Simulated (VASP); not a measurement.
A run of VASP 6.6.1:

The input INCAR:

```
PREC = Accurate
ENCUT = 520
EDIFF = 1E-6
ISMEAR = 0
SIGMA = 0.05
LREAL = F
LASPH = T
NELM = 150
ALGO = Normal
ISIF = 2
LWAVE = F
LCHARG = T
ISPIN = 2
MAGMOM = 0.3 0.3 0.3 0.3 0.3 0.3 0.3 0.3 0.3 0.3 0.3 0.3
LORBIT = 11
GGA = PE
LVHAR = T
NBANDS = 70
KPAR = 2
NCORE = 2
```

Contents of KPOINTS:

```
regular mesh
0
Gamma
  1 1 6
```

POSCAR

```
GaN
1.0
   13.8000000000      0.0000000000      0.0000000000
    0.0000000000     13.0000000000      0.0000000000
    0.0000000000      0.0000000000      5.5651988757
Ga N
6 6
Direct
    0.3467891769      0.3454752274      1.0550889527
    0.5549128530      0.4303756307      0.9846693047
    0.5212413001      0.6643135659      1.0550818936
    0.4144597456      0.3755972861      0.5086195527
    0.6318402978      0.3830337999      0.5599229340
    0.5301091414      0.5870263494      0.5085340220
    0.3037335715      0.3371380578      0.3523465176
    0.5386171864      0.4405043660      0.3470616070
    0.5067219283      0.7082403174      0.3522832652
    0.4368148129      0.3682095034      0.8335846830
    0.6674051036      0.3611372263      0.8593136447
    0.5473548826      0.5701423299      0.8334936228
```

Potentials or basis: VASP PAW PBE potentials, release 64 (Ga_d, N).

Run with:

```sh
$ cat potpaw_PBE.64/Ga_d/POTCAR potpaw_PBE.64/N/POTCAR > POTCAR
$ mpirun -np 4 vasp_std > vasp.out
```

Hardware: 4 MPI ranks on Oxide Virtual Turin-like Processor, on a shared host.

Question: Estimate the wall time of this run.

Answer: Run time: 11 min on 4 MPI ranks on Oxide Virtual Turin-like Processor, with other jobs on the host, peak memory 0.79 GiB a rank. Counts: scf iterations 29, k points 4.
